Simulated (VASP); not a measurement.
Hf2Zr: relaxation of cell and atoms with PBE

Crystal: Hf2Zr.

```
Zr Hf
1.0
     0.00000    3.82260    3.82260
     3.82260    0.00000    3.82260
     3.82260    3.82260    0.00000
Zr Hf
2 4
Direct
  0.00000 0.00000 0.00000
  0.25000 0.25000 0.25000
  0.62500 0.62500 0.62500
  0.12500 0.62500 0.62500
  0.62500 0.62500 0.12500
  0.62500 0.12500 0.62500
```

```yaml
Program: VASP 6.6.1
Task: relaxation of cell and atoms
Functional: PBE
Potentials_or_basis: VASP PAW PBE potentials, release 64 (Zr_sv, Hf_pv)
Cutoff: 600 eV
k_mesh: 4 × 4 × 4
Occupations: gaussian, width 0.1 eV
Spin: no spin polarisation
Dipole_correction: no
Further_INCAR_settings: ALGO = Normal; EDIFF = 1e-06; IBRION = 2; EDIFFG = -0.04; NSW = 90; ISIF = 3
```

* Relaxed volume: 23.22 Å³/atom
* Relaxed cell: a = 5.819 Å, b = 5.819 Å, c = 5.819 Å, α = 60.00°, β = 60.00°, γ = 60.00°
* Space group after relaxing (to 0.1 Å): Fd-3m (No. 227)
* Energy gained by relaxing: 356.7 meV/atom
* Ionic steps: 4
* Pressure after relaxing: -0.2 GPa
* Band gap on the k mesh: zero (bands 32 and 33 overlap by 0.20 eV)

Step by step:
```csv
step,energy change (eV),largest force (eV/Å),pressure (GPa),volume (Å³)
1,0.0000,0.0000,29.99,111.71
2,-0.0729,0.0000,-14.29,178.07
3,-2.1359,0.0000,-0.94,140.48
4,-2.1401,0.0000,-0.20,139.31
```

Final structure:
```
Zr Hf
1.0
     0.00000    4.11448    4.11448
     4.11448    0.00000    4.11448
     4.11448    4.11448    0.00000
Zr Hf
2 4
Direct
  0.00000 0.00000 0.00000
  0.25000 0.25000 0.25000
  0.62500 0.62500 0.62500
  0.12500 0.62500 0.62500
  0.62500 0.62500 0.12500
  0.62500 0.12500 0.62500
```

Levels at points of the mesh, in eV from the Fermi level:
```
           k point  band 29  band 30  band 31  band 32  band 33  band 34  band 35  band 36
(0.00, 0.00, 0.00)    -0.24    -0.24    -0.18    -0.18     0.32     0.32     0.32     2.03
(0.50, 0.00, 0.00)    -0.25    -0.25     0.12     0.15     0.15     0.15     0.15     0.17
(0.50, 0.50, 0.00)    -0.86    -0.86    -0.36    -0.36    -0.05    -0.05     0.44     0.44
```

It took 7.8 min on 1 thread of Intel Xeon 8259CL, with other jobs on the host, peak memory 0.35 GiB.

Caveat: the volume moved by over 15 % at a fixed basis, so the end points are rough; spin-orbit coupling is left out, which moves the levels of the heavy elements.
